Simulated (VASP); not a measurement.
# CaC2 (R-3m) in VASP: a series of runs

Runs on CaC2. Level: LDA. Tasks: single point.

Everything below comes from runs of VASP 6.6.1. Logs are shortened: lines on timing, memory, paths and dates and some standing lists are left out, and cuts for length are marked.

### Step 1. The cell of the first run

It takes space group R-3m (No. 166, trigonal). The conventional cell has a = 3.770 Å, b = 3.770 Å, c = 11.558 Å, α = 90.00°, β = 90.00°, γ = 120.00°. Ca (site symmetry -3m) has 12 C at 2.54 to 3.35 Å within 3.4 Å. Within 1.7 Å of C (site symmetry 3m) lie 1 C at 1.25 Å.

### Step 2. Single point, LDA

INCAR reads:

```
SYSTEM = CaC2
  ALGO = Normal
  EDIFF = 1E-6
  ENCUT = 910
  GGA_COMPAT = .False.
  ISIF = 2
  ISMEAR = 0
  LASPH = .True.
  LCHARG = .True.
  LELF = .True.
  LREAL = .False.
  LVHAR = .True.
  LWAVE = .False.
  NBANDS = 16
  NELM = 120
  PREC = Accurate
  SIGMA = 0.02
```

KPOINTS reads:

```
k-points
0
Gamma
  9 9 9
  0 0 0
```

POSCAR reads:

```
CaC2
1.0
    1.8851418948      1.0883871804      3.8525105010
   -1.8851418948      1.0883871804      3.8525105010
    0.0000000000     -2.1767743608      3.8525105010
Ca C
1 2
Direct
    0.0000000000      0.0000000000      0.0000000000
    0.5538702776      0.5538702776      0.5538702776
    0.4461297224      0.4461297224      0.4461297224
```

Potentials or basis: VASP PAW LDA potentials, release 64 (Ca_sv, C_h).

Command:

```console
> cat potpaw_LDA.64/Ca_sv/POTCAR potpaw_LDA.64/C_h/POTCAR > POTCAR
> mpirun -np 1 vasp_std > vasp.out
```

OUTCAR:

```text
SYSTEM = CaC2
   EDIFF = 1E-6
   ENCUT = 910
   ISIF = 2
   ISMEAR = 0
   LASPH = .True.
   LREAL = .False.
   NELM = 120
   PREC = Accurate

 ion  position               nearest neighbor table
   1  0.000  0.000  0.000-
   2  0.554  0.554  0.554-   3 1.25
   3  0.446  0.446  0.446-   2 1.25

  LATTYP: Found a trigonal (rhomboedric) cell.
 ALAT       =     4.4249501442
 COS(alpha) =     0.6370044323

  Lattice vectors:

 A1 = (   1.8851418948,   1.0883871804,   3.8525105010)
 A2 = (  -1.8851418948,   1.0883871804,   3.8525105010)
 A3 = (   0.0000000000,  -2.1767743608,   3.8525105010)

Analysis of symmetry for initial positions (statically):
=====================================================================
 Subroutine PRICEL returns:
 Original cell was already a primitive cell.

 Routine SETGRP: Setting up the symmetry group for a
 trigonal (rhombohedral) supercell.

 Subroutine GETGRP returns: Found 12 space group operations
 (whereof 12 operations were pure point group operations)
 out of a pool of 12 trial point group operations.

The static configuration has the point symmetry D_3d.

Analysis of symmetry for dynamics (positions and initial velocities):
=====================================================================
 Subroutine PRICEL returns:
 Original cell was already a primitive cell.

 Routine SETGRP: Setting up the symmetry group for a
 trigonal (rhombohedral) supercell.

 Subroutine GETGRP returns: Found 12 space group operations
 (whereof 12 operations were pure point group operations)
 out of a pool of 12 trial point group operations.

The dynamic configuration has the point symmetry D_3d.

 Subroutine INISYM returns: Found 12 space group operations
 (whereof 12 operations are pure point group operations),
 and found     1 'primitive' translations

----------------------------------------------------------------------------------------

                                     Primitive cell

  volume of cell :      47.4267

  direct lattice vectors                    reciprocal lattice vectors
     1.885141895  1.088387180  3.852510501     0.265232024  0.153131780  0.086523666
    -1.885141895  1.088387180  3.852510501    -0.265232024  0.153131780  0.086523666
     0.000000000 -2.176774361  3.852510501     0.000000000 -0.306263561  0.086523666

  length of vectors
     4.424950144  4.424950144  4.424950144     0.318251023  0.318251023  0.318251023

  position of ions in fractional coordinates (direct lattice)
     0.000000000  0.000000000  0.000000000
     0.553870278  0.553870278  0.553870278
     0.446129722  0.446129722  0.446129722

  ion indices of the primitive-cell ions
   primitive index   ion index
                 1           1
                 2           2
                 3           3

----------------------------------------------------------------------------------------

 KPOINTS: k-points

Automatic generation of k-mesh.
 Grid dimensions read from file:
 generate k-points for:    9    9    9

 Generating k-lattice:

  Cartesian coordinates                     Fractional coordinates (reciprocal lattice)
     0.029470225  0.017014642  0.009613741     0.111111111  0.000000000  0.000000000
    -0.029470225  0.017014642  0.009613741     0.000000000  0.111111111  0.000000000
     0.000000000 -0.034029285  0.009613741     0.000000000  0.000000000  0.111111111

  Length of vectors
     0.035361225  0.035361225  0.035361225

  Shift w.r.t. Gamma in fractional coordinates (k-lattice)
     0.000000000  0.000000000  0.000000000

 Subroutine IBZKPT returns following result:
 ===========================================

 Found     85 irreducible k-points:

 Following reciprocal coordinates:
            Coordinates               Weight
  0.000000  0.000000  0.000000      1.000000
  0.111111 -0.000000  0.000000      6.000000
  0.222222  0.000000  0.000000      6.000000
  0.333333 -0.000000  0.000000      6.000000
  0.444444  0.000000  0.000000      6.000000
  0.111111  0.111111  0.000000      6.000000
[... 16 lines left out ...]
 -0.333333  0.333333  0.000000      6.000000
  0.444444  0.444444  0.000000      6.000000
 [... further k-points ...]
   k-points           NKPTS =     85   k-points in BZ     NKDIM =     85   number of bands    NBANDS=     16
   number of dos      NEDOS =    301   number of ions     NIONS =      3
   total plane-waves  NPLWV = 110592
   dimension x,y,z NGX =    48 NGY =   48 NGZ =   48
   dimension x,y,z NGXF=    96 NGYF=   96 NGZF=   96
   ions per type =               1   2
   NGX,Y,Z   is equivalent  to a cutoff of  18.03, 18.03, 18.03 a.u.
   NGXF,Y,Z  is equivalent  to a cutoff of  36.07, 36.07, 36.07 a.u.
 SYSTEM =  CaC2
   PREC   = accura    normal or accurate (medium, high low for compatibility)
   ISTART =      0    job   : 0-new  1-cont  2-samecut
   ICHARG =      2    charge: 1-file 2-atom 10-const
   ISPIN  =      1    spin polarized calculation?
   LNONCOLLINEAR =      F non collinear calculations
   LSORBIT =      F    spin-orbit coupling
   LASPH  =      T    aspherical Exc in radial PAW
   ENCUT  =  910.0 eV  66.88 Ry    8.18 a.u.  10.88 10.88 10.88*2*pi/ulx,y,z
   NELM   =    120;   NELMIN=  2; NELMDL= -5     # of ELM steps
   EDIFF  = 0.1E-05   stopping-criterion for ELM
   LREAL  =      F    real-space projection
   EDIFFG = 0.1E-04   stopping-criterion for IOM
   NSW    =      0    number of steps for IOM
   IBRION =     -1    ionic relax: 0-MD 1-quasi-New 2-CG
   NFREE  =      0    steps in history (QN), initial steepest desc. (CG)
   ISIF   =      2    stress and relaxation
   ISYM   =      2    0-nonsym 1-usesym 2-fastsym
   POTIM  = 0.5000    time-step for ionic-motion
   TEBEG  =    0.0;   TEEND  =   0.0 temperature during run
   PSTRESS=    0.0 pullay stress
   NELECT =      18.0000    total number of electrons
   NUPDOWN=      -1.0000    fix difference up-down
   EMIN   =  10.00;   EMAX   =-10.00  energy-range for DOS
   EFERMI =   0.00;   METHOD = LEGACY
   ISMEAR =     0;   SIGMA  =   0.02  broadening in eV -4-tet -1-fermi 0-gaus
   EFERMI_NEDOS =   21; number of points for ismear=-14 and -15
   IALGO  =     38    algorithm
   IMIX   =      4    mixing-type and parameters
     AMIX     =   0.40;   BMIX     =  1.00
     AMIX_MAG =   1.60;   BMIX_MAG =  1.00
  volume/ion in A,a.u.               =      15.81       106.68
  Fermi-wavevector in a.u.,A,eV,Ry     =   1.185291  2.239874 19.115011  1.404914
  Thomas-Fermi vector in A             =   2.321487
   LORBIT       =      0    0 simple, 1 ext, 2 COOP (PROOUT), +10 PAW based schemes
   GGA     = CA    functional components
   LHFCALC =     F    Hartree Fock is set to
   AEXX    =    0.0000 exact exchange contribution
   IVDW    =     0    specifies the selected vdW correction
   LEPSILON=     F    determine dielectric tensor
   LRPA    =     F    only Hartree local field effects (RPA)
 non-spin polarized calculation
 Gauss-broadening in eV      SIGMA  =   0.02
  energy-cutoff  :      910.00
  volume of cell :       47.43
 maximum number of plane-waves:      3001
 NGX is ok and might be reduce to    48
   NGX = 21   NGY = 21   NGZ = 21

 number of electron      18.0000000 magnetization

 Free energy of the ion-electron system (eV)
  ---------------------------------------------------
  ext. energy  EPLUGINS =         0.00000000
  ---------------------------------------------------
  free energy    TOTEN  =       -22.06132344 eV

  energy without entropy =      -22.06132344  energy(sigma->0) =      -22.06132344

 E-fermi :   1.7420     XC(G=0):  -9.8320

 val. band max:        1.5801574176   @ k =   0.4444   0.4444   0.4444
 cond. band min:       4.0960170062   @ k =   0.4444   0.4444   0.0000
 fundamental gap:      2.5158595886
 Fermi energy:         1.7419828836

 k-point     1 :       0.0000    0.0000    0.0000
  band No.  band energies     occupation
      1     -36.7164      2.00000
      2     -18.1160      2.00000
      3     -17.9495      2.00000
      4     -17.9495      2.00000
      5     -11.0204      2.00000
      6      -1.4263      2.00000
[... 8 lines left out ...]
     15      10.7358      0.00000
     16      11.8632      0.00000

 k-point     2 :       0.1111   -0.0000    0.0000
  band No.  band energies     occupation
      1     -36.7140      2.00000
      2     -18.1139      2.00000
      3     -17.9802      2.00000
      4     -17.9548      2.00000
      5     -10.9624      2.00000
      6      -1.5861      2.00000
[... 8 lines left out ...]
     15      10.7095      0.00000
     16      11.9491      0.00000

 k-point     3 :       0.2222    0.0000    0.0000
  band No.  band energies     occupation
      1     -36.7078      2.00000
      2     -18.1112      2.00000
      3     -18.0539      2.00000
      4     -17.9680      2.00000
      5     -10.8146      2.00000
      6      -1.9044      2.00000
[... 8 lines left out ...]
     15      10.5357      0.00000
     16      11.3398      0.00000

 k-point     4 :       0.3333   -0.0000    0.0000
  band No.  band energies     occupation
      1     -36.7007      2.00000
      2     -18.1509      2.00000
      3     -18.0922      2.00000
      4     -17.9830      2.00000
      5     -10.6440      2.00000
      6      -2.2194      2.00000
[... 8 lines left out ...]
     15      10.0086      0.00000
     16      10.3709      0.00000
[... 324 lines left out ...]
 k-point    22 :      -0.4444    0.3333   -0.0000
  band No.  band energies     occupation
      1     -36.6934      2.00000
      2     -18.1450      2.00000
      3     -18.1050      2.00000
      4     -18.0647      2.00000
      5     -10.6026      2.00000
      6      -2.0925      2.00000
[... 8 lines left out ...]
     15      10.4337      0.00000
     16      11.0355      0.00000

 k-point    23 :      -0.3333    0.3333    0.0000
  band No.  band energies     occupation
      1     -36.6925      2.00000
      2     -18.1222      2.00000
      3     -18.1134      2.00000
      4     -18.0910      2.00000
      5     -10.5607      2.00000
      6      -2.0563      2.00000
[... 8 lines left out ...]
     15      10.4484      0.00000
     16      10.7026      0.00000

 k-point    24 :       0.4444    0.4444    0.0000
  band No.  band energies     occupation
      1     -36.6951      2.00000
      2     -18.1702      2.00000
      3     -18.1164      2.00000
      4     -18.0046      2.00000
      5     -10.6709      2.00000
      6      -2.0880      2.00000
[... 8 lines left out ...]
     15      10.5794      0.00000
     16      11.2213      0.00000

 [... further k-points ...]

------------------------ aborting loop because EDIFF is reached ----------------------------------------

  FORCE on cell =-STRESS in cart. coord.  units (eV):
  Direction    XX          YY          ZZ          XY          YZ          ZX
  --------------------------------------------------------------------------------------
  -------------------------------------------------------------------------------------
  Total        0.0790876      0.0790876      0.1144829      0.0000000      0.0000000     -0.0000000
  in kB        2.6717542      2.6717542      3.8674856      0.0000000      0.0000000     -0.0000000
  external PRESSURE =       3.0703313 kB  Pullay stress =       0.0000000 kB

 VOLUME and BASIS-vectors are now :
 -----------------------------------------------------------------------------
  energy-cutoff  :      910.00
  volume of cell :       47.43
      direct lattice vectors                 reciprocal lattice vectors
     1.885141895  1.088387180  3.852510501     0.265232024  0.153131780  0.086523666
    -1.885141895  1.088387180  3.852510501    -0.265232024  0.153131780  0.086523666
     0.000000000 -2.176774361  3.852510501     0.000000000 -0.306263561  0.086523666

 POSITION                                       TOTAL-FORCE (eV/Angst)
 -----------------------------------------------------------------------------------
      0.00000      0.00000      0.00000         0.000000      0.000000      0.000000
      0.00000      0.00000      6.40137         0.000000      0.000000      0.034676
      0.00000      0.00000      5.15616         0.000000     -0.000000     -0.034676
 -----------------------------------------------------------------------------------
    total drift:                                0.000000     -0.000000      0.000000

  FREE ENERGIE OF THE ION-ELECTRON SYSTEM (eV)
  ---------------------------------------------------
  free  energy   TOTEN  =       -22.0613234447 eV

  energy  without entropy=      -22.0613234447  energy(sigma->0) =      -22.06132344
```

Run time: 3.3 min. Hardware: 1 thread of Intel Xeon Platinum 8259CL at 2.50GHz (Skylake/Cascade Lake), shared host; peak memory 0.33 GiB.

Results:

- Free energy: -22.0613 eV
- Pressure: 0.3 GPa
- Largest force: 0.035 eV/Å
- Band gap on the k mesh: 2.52 eV (least direct gap 3.79 eV)

Forces in eV/Å, atoms in the order of the input:
```
Ca   0.000  0.000  0.000
C    0.000  0.000  0.035
C    0.000  0.000 -0.035
```

Caveat: the cutoff is under 1.25 times the usual one of these potentials, so pressure, stress and relaxed cells hold a basis-set (Pulay) error; an odd mesh through Γ misses points on the zone boundary, where band edges can lie.

### Step 3. Single point, LDA

INCAR reads:

```
PREC     = Accurate       # precision mode
ENCUT    = 910            # plane-wave cutoff, eV
EDIFF    = 1E-6           # SCF threshold, eV
ISMEAR   = 0              # smearing method
SIGMA    = 0.02           # smearing width, eV
LREAL    = False          # projectors in reciprocal space
LASPH    = True           # aspherical terms in the spheres
NELM     = 120            # most SCF steps
ALGO     = Normal         # electronic algorithm
ISIF     = 2              # what is computed and relaxed
LWAVE    = False          # write WAVECAR
LCHARG   = False          # write CHGCAR
NBANDS   = 16             # bands
GGA_COMPAT= False
```

KPOINTS reads:

```
regular mesh
0
Gamma
  9 9 9
```

POSCAR is that of step 2.

Potentials or basis: VASP PAW LDA potentials, release 64 (Ca_sv, C_h).

Command:

```console
> cat potpaw_LDA.64/Ca_sv/POTCAR potpaw_LDA.64/C_h/POTCAR > POTCAR
> mpirun -np 1 vasp_std > vasp.out
```

Run time: 2.2 min. Hardware: 1 thread of Intel Xeon Platinum 8488C (Sapphire Rapids), shared host; peak memory 0.34 GiB.

Results (log left out):

```yaml
Free_energy: -22.0613 eV
Pressure: 0.3 GPa
Largest_force: 0.035 eV/Å
Band_gap_on_the_k_mesh: 2.52 eV (least direct gap 3.79 eV)
```

Forces on the atoms (eV/Å):
```
Ca   0.000  0.000  0.000
C    0.000  0.000  0.035
C    0.000  0.000 -0.035
```

Stress tensor (GPa, compression positive):
```
0.27 0.00 0.00
0.00 0.27 0.00
0.00 0.00 0.39
```

Levels at points of the mesh, in eV from the valence-band top:
| k point | band 5 | band 6 | band 7 | band 8 | band 9 | band 10 | band 11 | band 12 | band 13 | band 14 |
| --- | --- | --- | --- | --- | --- | --- | --- | --- | --- | --- |
| (0.00, 0.00, 0.00) | -12.60 | -3.01 | -2.66 | -0.86 | -0.86 | 2.93 | 2.93 | 4.24 | 5.61 | 5.61 |

Caveat: the cutoff is under 1.25 times the usual one of these potentials, so pressure, stress and relaxed cells hold a basis-set (Pulay) error; an odd mesh through Γ misses points on the zone boundary, where band edges can lie.
